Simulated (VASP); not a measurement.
# Ti (Fm-3m) in VASP: further runs

Ti is run at these levels: PBE; tasks: single point.

Everything below comes from runs of VASP 6.6.1. Logs are shortened: lines on timing, memory, paths and dates and some standing lists are left out, and cuts for length are marked.

## Step 1: The cell of the first run

Symmetry: Fm-3m, No. 225, cubic system. Conventional cell: a = 3.451 Å, b = 3.451 Å, c = 3.451 Å, α = 90.00°, β = 90.00°, γ = 90.00°. Ti (site symmetry m-3m) has 12 Ti at 2.44 Å within 3.2 Å.

## Step 2: Single point, PBE

The input, INCAR:

```
PREC = Accurate
ENCUT = 520
EDIFF = 1E-6
ISMEAR = -1
SIGMA = 0.1
LREAL = False
LASPH = True
NELM = 80
ALGO = Normal
ISIF = 2
LWAVE = False
LCHARG = False
GGA = PE
NBANDS = 12
```

The input, KPOINTS:

```
regular mesh
0
Gamma
  19 19 19
```

The input, POSCAR:

```
Ti
1.0
    0.0000000000      1.7255432566      1.7255432566
    1.7255432566      0.0000000000      1.7255432566
    1.7255432566      1.7255432566      0.0000000000
Ti
1
Direct
    0.0000000000      0.0000000000      0.0000000000
```

Potentials or basis: VASP PAW PBE potentials, release 64 (Ti_sv).

Launch:

```bash
cat potpaw_PBE.64/Ti_sv/POTCAR > POTCAR
mpirun -np 1 vasp_std > vasp.out
```

OUTCAR:

```text
PREC = Accurate
   ENCUT = 520
   EDIFF = 1E-6
   ISMEAR = -1
   LREAL = False
   LASPH = True
   NELM = 80
   ISIF = 2
   GGA = PE

 ion  position               nearest neighbor table
   1  0.000  0.000  0.000-

  LATTYP: Found a face centered cubic cell.
 ALAT       =     3.4510865132

  Lattice vectors:

 A1 = (   0.0000000000,   1.7255432566,   1.7255432566)
 A2 = (   1.7255432566,   0.0000000000,   1.7255432566)
 A3 = (   1.7255432566,   1.7255432566,   0.0000000000)

Analysis of symmetry for initial positions (statically):
=====================================================================
 Subroutine PRICEL returns:
 Original cell was already a primitive cell.

 Routine SETGRP: Setting up the symmetry group for a
 face centered cubic supercell.

 Subroutine GETGRP returns: Found 48 space group operations
 (whereof 48 operations were pure point group operations)
 out of a pool of 48 trial point group operations.

The static configuration has the point symmetry O_h .

Analysis of symmetry for dynamics (positions and initial velocities):
=====================================================================
 Subroutine PRICEL returns:
 Original cell was already a primitive cell.

 Routine SETGRP: Setting up the symmetry group for a
 face centered cubic supercell.

 Subroutine GETGRP returns: Found 48 space group operations
 (whereof 48 operations were pure point group operations)
 out of a pool of 48 trial point group operations.

The dynamic configuration has the point symmetry O_h .

 Subroutine INISYM returns: Found 48 space group operations
 (whereof 48 operations are pure point group operations),
 and found     1 'primitive' translations

----------------------------------------------------------------------------------------

                                     Primitive cell

  volume of cell :      10.2756

  direct lattice vectors                    reciprocal lattice vectors
     0.000000000  1.725543257  1.725543257    -0.289763817  0.289763817  0.289763817
     1.725543257  0.000000000  1.725543257     0.289763817 -0.289763817  0.289763817
     1.725543257  1.725543257  0.000000000     0.289763817  0.289763817 -0.289763817

  length of vectors
     2.440286676  2.440286676  2.440286676     0.501885653  0.501885653  0.501885653

  position of ions in fractional coordinates (direct lattice)
[... 71 lines left out ...]
   ISPIN  =      1    spin polarized calculation?
   LNONCOLLINEAR =      F non collinear calculations
   LSORBIT =      F    spin-orbit coupling
   LASPH  =      T    aspherical Exc in radial PAW
   ENCUT  =  520.0 eV  38.22 Ry    6.18 a.u.   4.54  4.54  4.54*2*pi/ulx,y,z
   NELM   =     80;   NELMIN=  2; NELMDL= -5     # of ELM steps
   EDIFF  = 0.1E-05   stopping-criterion for ELM
   LREAL  =      F    real-space projection
   EDIFFG = 0.1E-04   stopping-criterion for IOM
   NSW    =      0    number of steps for IOM
   IBRION =     -1    ionic relax: 0-MD 1-quasi-New 2-CG
   NFREE  =      0    steps in history (QN), initial steepest desc. (CG)
   ISIF   =      2    stress and relaxation
   ISYM   =      2    0-nonsym 1-usesym 2-fastsym
   POTIM  = 0.5000    time-step for ionic-motion
   TEBEG  =    0.0;   TEEND  =   0.0 temperature during run
   PSTRESS=    0.0 pullay stress
   NELECT =      12.0000    total number of electrons
   NUPDOWN=      -1.0000    fix difference up-down
   EMIN   =  10.00;   EMAX   =-10.00  energy-range for DOS
   EFERMI =   0.00;   METHOD = LEGACY
   ISMEAR =    -1;   SIGMA  =   0.10  broadening in eV -4-tet -1-fermi 0-gaus
   EFERMI_NEDOS =   21; number of points for ismear=-14 and -15
   IALGO  =     38    algorithm
   IMIX   =      4    mixing-type and parameters
     AMIX     =   0.40;   BMIX     =  1.00
     AMIX_MAG =   1.60;   BMIX_MAG =  1.00
  volume/ion in A,a.u.               =      10.28        69.34
  Fermi-wavevector in a.u.,A,eV,Ry     =   1.723982  3.257854 40.438066  2.972114
  Thomas-Fermi vector in A             =   2.799756
   LORBIT       =      0    0 simple, 1 ext, 2 COOP (PROOUT), +10 PAW based schemes
   GGA     = PE    functional components
[... 5 lines left out ...]
 non-spin polarized calculation
  energy-cutoff  :      520.00
  volume of cell :       10.28
 maximum number of plane-waves:       291
   NGX =  9   NGY =  9   NGZ =  9

 number of electron      11.9999994 magnetization

 Free energy of the ion-electron system (eV)
  ---------------------------------------------------
  ext. energy  EPLUGINS =         0.00000000
  ---------------------------------------------------
  free energy    TOTEN  =        -5.82298542 eV

  energy without entropy =       -5.79581492  energy(sigma->0) =       -5.80940017

 E-fermi :  15.1168     XC(G=0): -14.2214

 val. band max:       15.1162434742   @ k =  -0.4211   0.3158   0.1579
 cond. band min:      15.1290156800   @ k =   0.4211   0.1053   0.0000
 fundamental gap:      0.0127722057
 Fermi energy:        15.1168373024

 k-point     1 :       0.0000    0.0000    0.0000
  band No.  band energies     occupation
      1     -41.4516      2.00000
      2     -15.7731      2.00000
      3     -15.7731      2.00000
      4     -15.7731      2.00000
      5       8.5516      2.00000
      6      15.9917      0.00032
      7      15.9917      0.00032
      8      15.9917      0.00032
      9      19.2118      0.00000
     10      19.2118      0.00000
     11      33.3134      0.00000
     12      40.6956      0.00000
[... 331 lines left out ...]
 k-point    24 :      -0.2632    0.0526    0.0000
  band No.  band energies     occupation
      1     -40.9404      2.00000
      2     -17.7097      2.00000
      3     -16.0936      2.00000
      4     -15.9587      2.00000
      5      11.3032      2.00000
      6      15.2837      0.31712
      7      16.2798      0.00002
      8      16.4282      0.00000
      9      19.1313      0.00000
     10      20.1556      0.00000
     11      33.1405      0.00000
     12      36.0880      0.00000

 [... further k-points ...]
[... 5 lines left out ...]
  --------------------------------------------------------------------------------------
  -------------------------------------------------------------------------------------
  Total        8.2500711      8.2500711      8.2500711      0.0000000     -0.0000000     -0.0000000
  in kB     1286.3546703   1286.3546703   1286.3546703      0.0000000     -0.0000000     -0.0000000
  external PRESSURE =    1286.3546703 kB  Pullay stress =       0.0000000 kB

 VOLUME and BASIS-vectors are now :
 -----------------------------------------------------------------------------
  energy-cutoff  :      520.00
  volume of cell :       10.28
      direct lattice vectors                 reciprocal lattice vectors
     0.000000000  1.725543257  1.725543257    -0.289763817  0.289763817  0.289763817
     1.725543257  0.000000000  1.725543257     0.289763817 -0.289763817  0.289763817
     1.725543257  1.725543257  0.000000000     0.289763817  0.289763817 -0.289763817

 POSITION                                       TOTAL-FORCE (eV/Angst)
 -----------------------------------------------------------------------------------
      0.00000      0.00000      0.00000         0.000000      0.000000      0.000000
 -----------------------------------------------------------------------------------
    total drift:                                0.000000     -0.000000      0.000000

  FREE ENERGIE OF THE ION-ELECTRON SYSTEM (eV)
  ---------------------------------------------------
  free  energy   TOTEN  =        -5.8229854179 eV

  energy  without entropy=       -5.7958149200  energy(sigma->0) =       -5.80940017
```

OSZICAR:

```text
N       E                     dE             d eps       ncg     rms          rms(c)
DAV:   1     0.825802510381E+02    0.82580E+02   -0.64837E+03  5360   0.134E+03
DAV:   2    -0.280631867369E+01   -0.85387E+02   -0.82391E+02  5368   0.302E+02
DAV:   3    -0.580986079150E+01   -0.30035E+01   -0.29697E+01  6368   0.589E+01
DAV:   4    -0.588577383982E+01   -0.75913E-01   -0.75841E-01  5936   0.800E+00
DAV:   5    -0.588732789230E+01   -0.15541E-02   -0.15540E-02  6104   0.988E-01    0.169E+01
DAV:   6    -0.569894787237E+01    0.18838E+00   -0.64863E-01  5808   0.128E+01    0.738E+00
DAV:   7    -0.577793657264E+01   -0.78989E-01   -0.15816E-01  6420   0.513E+00    0.251E+00
DAV:   8    -0.582257054154E+01   -0.44634E-01   -0.10912E-01  5528   0.318E+00    0.228E-01
DAV:   9    -0.582279182112E+01   -0.22128E-03   -0.93429E-03  5956   0.838E-01    0.208E-01
DAV:  10    -0.582302158306E+01   -0.22976E-03   -0.12363E-03  5448   0.343E-01    0.603E-02
DAV:  11    -0.582298546246E+01    0.36121E-04   -0.57405E-05  6196   0.119E-01    0.504E-03
DAV:  12    -0.582298541788E+01    0.44577E-07   -0.24355E-06  6060   0.126E-02
   1 F= -.58229854E+01 E0= -.58094002E+01  d E =-.271705E-01
```

stdout:

```text
POSCAR found type information on POSCAR Ti
 POSCAR found :  1 types and       1 ions
 scaLAPACK will be used
 LDA part: xc-table for (Slater+PW92), standard interpolation
 POSCAR, INCAR and KPOINTS ok, starting setup
 FFT: planning ... GRIDC
 FFT: planning ... GRID_SOFT
 FFT: planning ... GRID
 WAVECAR not read
 entering main loop
```

It took 11 s on 1 thread of Intel Xeon 6975P-C (Granite Rapids), shared host; peak memory 0.13 GiB.

Results:

```
Free energy            : -5.8230 eV
Pressure               : 128.6 GPa
Band gap on the k mesh : zero (band 6 reaches 15.99 eV, above the bottom of band 7 at 14.21 eV)
```

(Continued in part 2 of 2.)
